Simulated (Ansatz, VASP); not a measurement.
**Two plane-wave programs on Si3F2**

Contents of INCAR:

```
SYSTEM = Si3F2
PREC     = Accurate       ! precision mode
ENCUT    = 600            ! plane-wave cutoff, eV
EDIFF    = 1E-6           ! SCF threshold, eV
ISMEAR   = 0              ! smearing method
SIGMA    = 0.1            ! smearing width, eV
LREAL    = .FALSE.        ! projectors in reciprocal space
LASPH    = .TRUE.         ! aspherical terms in the spheres
NELM     = 200            ! most SCF steps
ALGO     = Normal         ! electronic algorithm
ISIF     = 2              ! what is computed and relaxed
LWAVE    = .FALSE.        ! write WAVECAR
LCHARG   = .FALSE.        ! write CHGCAR
ISPIN    = 2              ! spin polarisation
MAGMOM   = 0 0 0 1 1      ! initial moments
LORBIT   = 11             ! projections on sites
GGA      = PE             ! functional
NBANDS   = 25             ! bands
GGA_COMPAT= .FALSE.
```

KPOINTS

```
Automatic mesh
0
G
  6 6 4
  0 0 0
```

The input POSCAR:

```
Si3F2
1.0
    3.6296370054      0.0000000000      0.0000000000
   -1.8148185027      3.1433578532      0.0000000000
    0.0000000000      0.0000000000      5.6471255947
Si F
3 2
Direct
    0.0000000000      0.0000000000      0.0000000000
    0.3333333333      0.6666666667      0.6450000000
    0.6666666667      0.3333333333      0.3550000000
    0.3333333333      0.6666666667      0.2450000000
    0.6666666667      0.3333333333      0.7550000000
```

Input for Ansatz:

```yaml
crystal:
  lattice:
    - [3.6296370054, 0.0, 0.0]
    - [-1.8148185027, 3.1433578532, 0.0]
    - [0.0, 0.0, 5.6471255947]
  atoms:
    - { symbol: Si, position: [0.0, 0.0, 0.0] }
    - { symbol: Si, position: [0.3333333333, 0.6666666667, 0.645] }
    - { symbol: Si, position: [0.6666666667, 0.3333333333, 0.355] }
    - { symbol: F, position: [0.3333333333, 0.6666666667, 0.245], spin: 1.0 }
    - { symbol: F, position: [0.6666666667, 0.3333333333, 0.755], spin: 1.0 }
basis:
  ecutwfc: 420
kpoints:
  mp_grid: { grid: [6, 6, 4] }
hamiltonian:
  xc: pbe
scf:
  occupations: { method: gaussian, width: 0.1 }
  lower_state_search: "off"
output:
  forces: true
  stress: true
  eigenvalues: true
  populations: true
magnetization:
  spin_polarized: true
```

Alike in both runs: task single point; functional PBE; k mesh 6 × 6 × 4; occupations gaussian, width 0.1 eV; collinear spin.

|  | VASP | Ansatz |
| --- | --- | --- |
| version | VASP 6.6.1 | Ansatz 0.2.0 |
| potentials or method | VASP PAW PBE potentials, release 64 (Si, F), cutoff 600 eV | scalar-relativistic, plane waves, PAW |
| valence electrons in the cell | 26 | 26 |

Ansatz gave:

| Property | Result |
| --- | --- |
| gap on the k mesh at the Fermi level (eV) | none |
| pressure (GPa) | 24.5 |
| traceless stress, the component that is largest in VASP (GPa) | 5.07 |
| rms of the force components (eV/Å) | 0.742 |
| net moment per atom (μB) | 0.00 |

Problem. Which values does VASP return?

Solution. gap on the k mesh at the Fermi level (eV): none; pressure (GPa): 24.3; traceless stress, the component that is largest in VASP (GPa): 5.04; rms of the force components (eV/Å): 0.744; net moment per atom (μB): 0.00.

Atom by atom the forces differ by 0.004 eV/Å (rms over components). A gap of «none» marks a metal or a gap that the smearing closes. Ansatz's warnings: seeded moment not kept.
